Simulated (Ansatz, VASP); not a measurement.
## ZnSe: VASP beside Ansatz

```
Zn Se
1.0
     0.00000    2.86592    2.86592
     2.86592    0.00000    2.86592
     2.86592    2.86592    0.00000
Zn Se
1 1
Direct
  0.00000 0.00000 0.00000
  0.25000 0.25000 0.25000
```

Alike in both runs: task single point; functional PBE; k mesh 6 × 6 × 6; no spin polarisation.

```csv
,VASP,Ansatz
version,VASP 6.6.1,Ansatz 0.2.0
potentials or method,"VASP PAW PBE potentials, release 64 (Zn, Se)","plane waves, PAW"
plane-wave cutoff (eV),520,420
occupations,"gaussian, width 0.01 eV",fixed
valence electrons in the cell,18,28
```

|  | VASP | Ansatz | Ansatz less VASP |
| --- | --- | --- | --- |
| gap on the k mesh at the Fermi level (eV) | 1.15 | 1.15 | -0.001 |
| pressure (GPa) | 0.3 | 0.0 | -0.21 |

VASP's potentials hold 18 valence electrons a cell and Ansatz's 28, so a difference there can come from the potentials and not from the codes.
